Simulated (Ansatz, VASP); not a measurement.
## Two plane-wave programs on Ti2Tl

```
CELL_PARAMETERS angstrom
4.74631 0.00000 0.00000
-2.37316 4.11043 0.00000
0.00000 0.00000 2.92119
ATOMIC_POSITIONS crystal
Ti 0.33333 0.66667 0.50000
Ti 0.66667 0.33333 0.50000
Tl 0.00000 0.00000 0.00000
```

Alike in both runs: functional PBE; k mesh 6 × 6 × 6; occupations gaussian, width 0.1 eV; no spin polarisation.

Ansatz relaxed the structure, and its values are those at the end. VASP's run is a single point on that final structure, the one shown.

|  | VASP | Ansatz |
| --- | --- | --- |
| version | VASP 6.6.1 | Ansatz 0.2.0 |
| potentials or method | VASP PAW PBE potentials, release 64 (Ti_sv, Tl_d), cutoff 520 eV | scalar-relativistic, plane waves, PAW |
| valence electrons in the cell | 37 | 37 |

```csv
,VASP,Ansatz,Ansatz less VASP
gap on the k mesh at the Fermi level (eV),none,none,-
pressure (GPa),0.1,0.1,+0.04
```

A gap of «none» marks a metal or a gap that the smearing closes. With one functional, cell and mesh, what is left measures potentials, basis and numerics.

Neither program's run includes spin-orbit coupling.
